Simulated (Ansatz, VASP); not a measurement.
## BaTiO3: VASP beside Ansatz

INCAR

```
ALGO     = Normal         # electronic algorithm
EDIFF    = 1E-6           # SCF threshold, eV
ENCUT    = 520            # plane-wave cutoff, eV
GGA      = PS             # functional
ISIF     = 2              # what is computed and relaxed
ISMEAR   = -1             # smearing method
LASPH    = True           # aspherical terms in the spheres
LCHARG   = False          # write CHGCAR
LREAL    = False          # projectors in reciprocal space
LWAVE    = False          # write WAVECAR
NBANDS   = 28             # bands
NELM     = 100            # most SCF steps
PREC     = Accurate       # precision mode
SIGMA    = 0.05           # smearing width, eV
```

Contents of KPOINTS:

```
k-points
0
Gamma
  8 8 8
```

POSCAR

```
BaTiO3
1.0
    3.9841000000      0.0000000000      0.0000000000
    0.0000000000      2.8370500000      2.7888840000
    0.0000000000     -2.8370500000      2.7888840000
Ba Ti O
1 1 3
Direct
    0.0000000000      0.0000000000      0.0000000000
    0.5000000000      0.5079000000      0.5079000000
    0.0000000000      0.4921000000      0.4921000000
    0.5000000000      0.5025100000      0.9937100000
    0.5000000000      0.9937100000      0.5025100000
```

Input for Ansatz:

```yaml
crystal:
  lattice:
    - [3.9841, 0.0, 0.0]
    - [0.0, 2.83705, 2.788884]
    - [0.0, -2.83705, 2.788884]
  atoms:
    - { symbol: Ba, position: [0.0, 0.0, 0.0] }
    - { symbol: Ti, position: [0.5, 0.5079, 0.5079] }
    - { symbol: O, position: [0.0, 0.4921, 0.4921] }
    - { symbol: O, position: [0.5, 0.50251, 0.99371] }
    - { symbol: O, position: [0.5, 0.99371, 0.50251] }
kpoints:
  mp_grid: { grid: [8, 8, 8] }
  band_path:
    path:
      - [0.0, 0.0, 0.0]
      - [0.0, 0.5, -0.5]
      - [0.0, 0.5084166883, -0.4915833117]
      - [0.0, 0.4915833117, 0.4915833117]
      - [0.0, 0.0, 0.0]
      - [0.5, 0.0, 0.0]
      - [0.5, 0.4915833117, 0.4915833117]
      - [0.5, 0.5084166883, -0.4915833117]
      - [0.5, 0.5, -0.5]
    npoints: 5
scf:
  occupations: { method: fermi_dirac, width: 0.05 }
hamiltonian:
  xc: pbesol
  pseudopotentials: { kind: all_electron, lapw: { basis_error: 0.001 } }
output:
  forces: true
  stress: true
  eigenvalues: true
```

Change from the starting cell: zz strain of -2 %.

Alike in both runs: task single point; functional PBEsol; k mesh 8 × 8 × 8; occupations fermi-dirac, width 0.05 eV; no spin polarisation.

|  | VASP | Ansatz |
| --- | --- | --- |
| version | VASP 6.6.1 | Ansatz 0.2.0 |
| potentials or method | VASP PAW PBE potentials, release 64 (Ba_sv, Ti_sv, O), cutoff 520 eV | all-electron LAPW, scalar-relativistic |

|  | VASP | Ansatz | Ansatz less VASP |
| --- | --- | --- | --- |
| gap on the k mesh at the Fermi level (eV) | 1.81 | 1.87 | +0.060 |
| pressure (GPa) | 1.0 | -0.9 | -1.97 |
| traceless stress, the component that is largest in VASP (GPa) | 2.52 | 2.43 | -0.091 |
| rms of the force components (eV/Å) | 0.067 | 0.071 | +0.0033 |

VASP's potentials were made for PBE, not for PBEsol. Atom by atom the forces differ by 0.010 eV/Å (rms over components). Ansatz ran all-electron here, and VASP with PAW potentials.

Spin-orbit coupling is off throughout.
